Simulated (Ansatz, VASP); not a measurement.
# Two plane-wave programs on BaTiO3

```
CELL_PARAMETERS angstrom
3.97023 0.00000 0.00000
0.00000 3.97023 0.00000
0.00000 0.00000 3.97023
ATOMIC_POSITIONS crystal
Ba 0.50000 0.50000 0.50000
Ti 0.00000 0.00000 0.00000
O 0.50000 0.00000 0.00000
O 0.00000 0.00000 0.50000
O 0.00000 0.50000 0.00000
```

Alike in both runs: functional PBEsol; k mesh 6 × 6 × 6; no spin polarisation.

Ansatz relaxed the structure, and its values are those at the end. VASP's run is a single point on that final structure, the one shown.

|  | VASP | Ansatz |
| --- | --- | --- |
| version | VASP 6.6.1 | Ansatz 0.2.0 |
| potentials or method | VASP PAW PBE potentials, release 64 (Ba_sv, Ti_sv, O), cutoff 520 eV | plane waves, PAW |
| occupations | gaussian, width 0.01 eV | fixed |
| valence electrons in the cell | 40 | 40 |

```tsv
	VASP	Ansatz	Ansatz less VASP
pressure (GPa)	2.0	0.0	-1.99
```

VASP's potentials were made for PBE, not for PBEsol.

Neither program's run includes spin-orbit coupling.
